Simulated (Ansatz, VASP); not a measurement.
# One calculation of TaN, two programs

```xyz
2
Lattice="0.0000 2.2113 2.2113 2.2113 0.0000 2.2113 2.2113 2.2113 0.0000" Properties=species:S:1:pos:R:3 pbc="T T T"
Ta    2.2113    2.2113    2.2113
N     0.0000    0.0000    0.0000
```

Alike in both runs: functional r2SCAN; k mesh 10 × 10 × 10; occupations fermi-dirac, width 0.05 eV; no spin polarisation; Hubbard terms Ta d U = 8.0 eV.

|  | VASP | Ansatz |
| --- | --- | --- |
| version | VASP 6.6.1 | Ansatz 0.2.0 |
| potentials or method | VASP PAW PBE potentials, release 64 (Ta_sv_GW, N) | Ansatz PAW |
| plane-wave cutoff (eV) | 770 | 500 |
| valence electrons in the cell | 18 | 18 |
| task | single point | projected density of states |

Ansatz gave:

* gap on the k mesh at the Fermi level (eV): none
* pressure (GPa): 2.5

Question: Which values does VASP return?

Answer: gap on the k mesh at the Fermi level (eV): none; pressure (GPa): 18.8.

VASP's potentials were made for PBE, not for r2SCAN. The programs project onto different local orbitals, so the same U acts differently, and such runs can settle in different states. A gap of «none» marks a metal or a gap that the smearing closes.

Spin-orbit coupling is off throughout.
